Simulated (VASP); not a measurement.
# SiC in VASP: single point with PBE

Aim: the single point of SiC with PBE.

All numbers are computed with VASP 6.6.1; they aren't measurements. Logs are shortened: lines on timing, memory, paths and dates and some standing lists are left out, and cuts for length are marked.

### 1 The cell of the first run

The cell holds a slab with vacuum, 8 atoms: a = 3.092 Å, b = 5.074 Å, c = 19.570 Å, α = 90.00°, β = 90.00°, γ = 90.00°.

### 2 Single point, PBE

The input, POSCAR:

```
SiC
1.0
    3.0919181385      0.0000000000      0.0000000000
    0.0000000000      5.0742764952      0.0000000000
    0.0000000000      0.0000000000     19.5702000000
Si C
4 4
Direct
    0.0000000000      0.5620818710      0.4087837747
    0.5000000000      0.0620818710      0.4543918876
    0.5000000000      0.5620818710      0.5456081124
    0.0000000000      0.0620818710      0.5912162253
    0.0000000000      0.9379181290      0.4087837747
    0.5000000000      0.4379181290      0.4543918876
    0.5000000000      0.9379181290      0.5456081124
    0.0000000000      0.4379181290      0.5912162253
```

The input, INCAR.step1:

```
ALGO = Normal
DIPOL = 0.5 0.5 0.500
EDIFF = 1E-6
ENCUT = 520
GGA = PE
IDIPOL = 3
ISIF = 2
ISMEAR = -1
LASPH = T
LCHARG = T
LDIPOL = T
LREAL = F
LWAVE = F
NBANDS = 26
NELM = 60
PREC = Accurate
SIGMA = 0.02
```

The input, KPOINTS.step1:

```
k-points
0
Gamma
  8 5 1
```

The input, INCAR.step2:

```
ALGO = Normal
DIPOL = 0.5 0.5 0.500
EDIFF = 1E-6
ENCUT = 520
GGA = PE
ICHARG = 11
IDIPOL = 3
ISIF = 2
ISMEAR = -5
LASPH = T
LCHARG = F
LDIPOL = T
LORBIT = 11
LREAL = F
LWAVE = F
NBANDS = 26
NEDOS = 1001
NELM = 60
PREC = Accurate
SIGMA = 0.02
```

The input, KPOINTS.step2:

```
k-points
0
Gamma
  12 8 1
```

Potentials or basis: VASP PAW PBE potentials, release 64 (Si, C).

Launch:

```
$ cat potpaw_PBE.64/Si/POTCAR potpaw_PBE.64/C/POTCAR > POTCAR
$ cp INCAR.step1 INCAR
$ cp KPOINTS.step1 KPOINTS
$ mpirun -np 1 vasp_std > vasp.out
$ cp INCAR.step2 INCAR
$ cp KPOINTS.step2 KPOINTS
$ mpirun -np 1 vasp_std > vasp.out
```

OUTCAR:

```text
EDIFF = 1E-6
   ENCUT = 520
   GGA = PE
   ICHARG = 11
   ISIF = 2
   ISMEAR = -5
   LASPH = T
   LORBIT = 11
   LREAL = F
   NELM = 60
   PREC = Accurate

 ion  position               nearest neighbor table
   1  0.000  0.562  0.409-   6 1.89   6 1.89   5 1.91   3 3.09   3 3.09   2 3.10   2 3.10   2 3.10
                             2 3.10
   2  0.500  0.062  0.454-   7 1.89   5 1.89   5 1.89   6 1.91   4 3.09   4 3.09   3 3.10   3 3.10
                             1 3.10   1 3.10   1 3.10   1 3.10
   3  0.500  0.562  0.546-   6 1.89   8 1.89   8 1.89   7 1.91   1 3.09   1 3.09   2 3.10   2 3.10
                             4 3.10   4 3.10   4 3.10   4 3.10
   4  0.000  0.062  0.591-   7 1.89   7 1.89   8 1.91   2 3.09   2 3.09   3 3.10   3 3.10   3 3.10
                             3 3.10
   5  0.000  0.938  0.409-   2 1.89   2 1.89   1 1.91
   6  0.500  0.438  0.454-   3 1.89   1 1.89   1 1.89   2 1.91
   7  0.500  0.938  0.546-   2 1.89   4 1.89   4 1.89   3 1.91
   8  0.000  0.438  0.591-   3 1.89   3 1.89   4 1.91

  LATTYP: Found a simple orthorhombic cell.
 ALAT       =     3.0919181385
 B/A-ratio  =     1.6411419281
 C/A-ratio  =     6.3294689974

  Lattice vectors:

 A1 = (   3.0919181385,   0.0000000000,   0.0000000000)
 A2 = (   0.0000000000,   5.0742764952,   0.0000000000)
 A3 = (   0.0000000000,   0.0000000000,  19.5702000000)

Analysis of symmetry for initial positions (statically):
=====================================================================
 Subroutine PRICEL returns:
 Original cell was already a primitive cell.

 Routine SETGRP: Setting up the symmetry group for a
 simple orthorhombic supercell.

 Subroutine GETGRP returns: Found  4 space group operations
 (whereof  2 operations were pure point group operations)
 out of a pool of  8 trial point group operations.

The static configuration has the point symmetry C_1h.
 The point group associated with its full space group is C_2v.

Analysis of symmetry for dynamics (positions and initial velocities):
=====================================================================
 Subroutine PRICEL returns:
 Original cell was already a primitive cell.

 Routine SETGRP: Setting up the symmetry group for a
 simple orthorhombic supercell.

 Subroutine GETGRP returns: Found  4 space group operations
 (whereof  2 operations were pure point group operations)
 out of a pool of  8 trial point group operations.

The dynamic configuration has the point symmetry C_1h.
 The point group associated with its full space group is C_2v.

 Subroutine INISYM returns: Found  4 space group operations
 (whereof  2 operations are pure point group operations),
 and found     1 'primitive' translations

----------------------------------------------------------------------------------------

                                     Primitive cell

  volume of cell :     307.0417

  direct lattice vectors                    reciprocal lattice vectors
     3.091918139  0.000000000  0.000000000     0.323423828  0.000000000  0.000000000
     0.000000000  5.074276495  0.000000000     0.000000000  0.197072430  0.000000000
     0.000000000  0.000000000 19.570200000     0.000000000  0.000000000  0.051098098

  length of vectors
     3.091918139  5.074276495 19.570200000     0.323423828  0.197072430  0.051098098

  position of ions in fractional coordinates (direct lattice)
     0.000000000  0.562081871  0.408783775
     0.500000000  0.062081871  0.454391888
     0.500000000  0.562081871  0.545608112
     0.000000000  0.062081871  0.591216225
     0.000000000  0.937918129  0.408783775
     0.500000000  0.437918129  0.454391888
     0.500000000  0.937918129  0.545608112
     0.000000000  0.437918129  0.591216225

  ion indices of the primitive-cell ions
   primitive index   ion index
                 1           1
                 2           2
                 3           3
                 4           4
                 5           5
                 6           6
                 7           7
                 8           8

----------------------------------------------------------------------------------------

 KPOINTS: k-points

Automatic generation of k-mesh.
 Grid dimensions read from file:
 generate k-points for:   12    8    1

 Generating k-lattice:

  Cartesian coordinates                     Fractional coordinates (reciprocal lattice)
     0.026951986  0.000000000  0.000000000     0.083333333  0.000000000  0.000000000
     0.000000000  0.024634054  0.000000000     0.000000000  0.125000000  0.000000000
     0.000000000  0.000000000  0.051098098     0.000000000  0.000000000  1.000000000

  Length of vectors
     0.026951986  0.024634054  0.051098098

  Shift w.r.t. Gamma in fractional coordinates (k-lattice)
     0.000000000  0.000000000  0.000000000

 TETIRR: Found    288 inequivalent tetrahedra from      576

 Subroutine IBZKPT returns following result:
 ===========================================

 Found     35 irreducible k-points:

 Following reciprocal coordinates:
            Coordinates               Weight
  0.000000  0.000000  0.000000      1.000000
  0.083333  0.000000  0.000000      2.000000
  0.166667  0.000000  0.000000      2.000000
  0.250000  0.000000  0.000000      2.000000
  0.333333  0.000000  0.000000      2.000000
  0.416667  0.000000  0.000000      2.000000
[... 16 lines left out ...]
  0.083333  0.375000  0.000000      4.000000
  0.166667  0.375000  0.000000      4.000000
 [... further k-points ...]
   k-points           NKPTS =     35   k-points in BZ     NKDIM =     35   number of bands    NBANDS=     26
   number of dos      NEDOS =   1001   number of ions     NIONS =      8
   total plane-waves  NPLWV = 144000
   dimension x,y,z NGX =    24 NGY =   40 NGZ =  150
   dimension x,y,z NGXF=    48 NGYF=   80 NGZF=  300
   ions per type =               4   4
   NGX,Y,Z   is equivalent  to a cutoff of  12.90, 13.10, 12.74 a.u.
   NGXF,Y,Z  is equivalent  to a cutoff of  25.81, 26.21, 25.48 a.u.
 SYSTEM =  unknown system
   PREC   = accura    normal or accurate (medium, high low for compatibility)
   ISTART =      0    job   : 0-new  1-cont  2-samecut
   ICHARG =     11    charge: 1-file 2-atom 10-const
   ISPIN  =      1    spin polarized calculation?
   LNONCOLLINEAR =      F non collinear calculations
   LSORBIT =      F    spin-orbit coupling
   LASPH  =      T    aspherical Exc in radial PAW
   ENCUT  =  520.0 eV  38.22 Ry    6.18 a.u.   5.75  9.43 36.39*2*pi/ulx,y,z
   NELM   =     60;   NELMIN=  2; NELMDL=  0     # of ELM steps
   EDIFF  = 0.1E-05   stopping-criterion for ELM
   LREAL  =      F    real-space projection
   EDIFFG = 0.1E-04   stopping-criterion for IOM
   NSW    =      0    number of steps for IOM
   IBRION =     -1    ionic relax: 0-MD 1-quasi-New 2-CG
   NFREE  =      0    steps in history (QN), initial steepest desc. (CG)
   ISIF   =      2    stress and relaxation
   ISYM   =      2    0-nonsym 1-usesym 2-fastsym
   POTIM  = 0.5000    time-step for ionic-motion
   TEBEG  =    0.0;   TEEND  =   0.0 temperature during run
   PSTRESS=    0.0 pullay stress
   NELECT =      32.0000    total number of electrons
   NUPDOWN=      -1.0000    fix difference up-down
   EMIN   =  10.00;   EMAX   =-10.00  energy-range for DOS
   EFERMI =   0.00;   METHOD = LEGACY
   ISMEAR =    -5;   SIGMA  =   0.02  broadening in eV -4-tet -1-fermi 0-gaus
   EFERMI_NEDOS =   21; number of points for ismear=-14 and -15
   IALGO  =     38    algorithm
   IMIX   =      4    mixing-type and parameters
     AMIX     =   0.40;   BMIX     =  1.00
     AMIX_MAG =   1.60;   BMIX_MAG =  1.00
  volume/ion in A,a.u.               =      38.38       259.00
  Fermi-wavevector in a.u.,A,eV,Ry     =   0.770417  1.455876  8.075628  0.593542
  Thomas-Fermi vector in A             =   1.871616
   LORBIT       =     11    0 simple, 1 ext, 2 COOP (PROOUT), +10 PAW based schemes
   GGA     = PE    functional components
   LHFCALC =     F    Hartree Fock is set to
   AEXX    =    0.0000 exact exchange contribution
   IVDW    =     0    specifies the selected vdW correction
   LEPSILON=     F    determine dielectric tensor
   LRPA    =     F    only Hartree local field effects (RPA)
 non-spin polarized calculation
 Fermi weights with tetrahedron method with Bloechl corrections
  energy-cutoff  :      520.00
  volume of cell :      307.04
 maximum number of plane-waves:      8308
 NGX is ok and might be reduce to    24

 number of electron      31.9999999 magnetization

 dipolmoment           0.000000      0.000000     -0.000000 electrons x Angstroem

 Free energy of the ion-electron system (eV)
  ---------------------------------------------------
  ext. energy  EPLUGINS =         0.00000000
  ---------------------------------------------------
  free energy    TOTEN  =       -54.37000311 eV

  energy without entropy =      -54.37000311  energy(sigma->0) =      -54.37000311

 E-fermi :  -1.2364     XC(G=0):  -4.0285

 val. band max:       -1.2444064038   @ k =   0.0833   0.0000   0.0000
 cond. band min:      -1.1804168438   @ k =   0.5000   0.2500   0.0000
 fundamental gap:      0.0639895600
 Fermi energy:        -1.2364361753

 k-point     1 :       0.0000    0.0000    0.0000
  band No.  band energies     occupation
      1     -16.3721      2.00000
      2     -14.5367      2.00000
      3     -12.7965      2.00000
      4     -11.3981      2.00000
      5      -9.5830      2.00000
      6      -9.1513      2.00000
[... 685 lines left out ...]
     25       4.9914      0.00000
     26       5.2619      0.00000

 [... further k-points ...]

------------------------ aborting loop because EDIFF is reached ----------------------------------------

 vacuum level on the upper side and lower side of the slab       (xc-potential included)        -0.088        -0.088

  FORCE on cell =-STRESS in cart. coord.  units (eV):
  Direction    XX          YY          ZZ          XY          YZ          ZX
  --------------------------------------------------------------------------------------
  -------------------------------------------------------------------------------------
  Total        0.6781227     -7.7232295     -4.8817214      0.0000000      0.0000000      0.0000000
  in kB        3.5385186    -40.3006589    -25.4733576      0.0000000      0.0000000      0.0000000
  external PRESSURE =     -20.7451660 kB  Pullay stress =       0.0000000 kB

 VOLUME and BASIS-vectors are now :
 -----------------------------------------------------------------------------
  energy-cutoff  :      520.00
  volume of cell :      307.04
      direct lattice vectors                 reciprocal lattice vectors
     3.091918139  0.000000000  0.000000000     0.323423828  0.000000000  0.000000000
     0.000000000  5.074276495  0.000000000     0.000000000  0.197072430  0.000000000
     0.000000000  0.000000000 19.570200000     0.000000000  0.000000000  0.051098098

 POSITION                                       TOTAL-FORCE (eV/Angst)
 -----------------------------------------------------------------------------------
      0.00000      2.85216      7.99998         0.000000      2.306669      1.957631
      1.54596      0.31502      8.89254         0.000000     -0.323375     -2.341742
      1.54596      2.85216     10.67766         0.000000     -0.323375      2.341742
      0.00000      0.31502     11.57022         0.000000      2.306669     -1.957631
      0.00000      4.75926      7.99998         0.000000     -1.370337      1.294733
      1.54596      2.22212      8.89254         0.000000     -0.612957     -1.462860
      1.54596      4.75926     10.67766         0.000000     -0.612957      1.462860
      0.00000      2.22212     11.57022         0.000000     -1.370337     -1.294733
 -----------------------------------------------------------------------------------
    total drift:                                0.000000     -0.002363     -0.000000

  FREE ENERGIE OF THE ION-ELECTRON SYSTEM (eV)
  ---------------------------------------------------
  free  energy   TOTEN  =       -54.3700031055 eV

  energy  without entropy=      -54.3700031055  energy(sigma->0) =      -54.37000311

 vacuum level on the upper side and lower side of the slab         3.605         3.605

 total charge

# of ion       s       p       d       tot
------------------------------------------
    1        0.749   0.864   0.000   1.613
    2        0.711   0.937   0.000   1.648
    3        0.711   0.937   0.000   1.648
    4        0.749   0.864   0.000   1.613
    5        0.852   1.534   0.000   2.386
    6        0.851   1.655   0.000   2.507
    7        0.851   1.655   0.000   2.507
    8        0.852   1.534   0.000   2.386
--------------------------------------------------
tot          6.326   9.980   0.000  16.306
```

It took 5.5 min on 1 thread of Intel Xeon Platinum 8175M at 2.50GHz (Skylake/Cascade Lake), shared host; peak memory 0.46 GiB.

What came out:

- Valence electrons inside the program's atomic spheres: Si 1.61, 1.65 (each value once); C 2.39, 2.51 (each value once)

Levels at points of the mesh, in eV from the valence-band top:
```
           k point  band 13  band 14  band 15  band 16  band 17  band 18  band 19  band 20
(0.00, 0.00, 0.00)    -1.31    -0.91    -0.21    -0.02     0.34     1.78     3.41     4.12
(0.50, 0.00, 0.00)    -3.31    -2.43    -1.72    -0.83     0.50     1.88     3.41     4.24
(0.00, 0.50, 0.00)    -1.31    -1.31    -1.04    -1.04     0.70     0.70     4.20     4.20
(0.50, 0.50, 0.00)    -2.56    -2.56    -0.48    -0.48     0.61     0.61     3.90     3.90
```
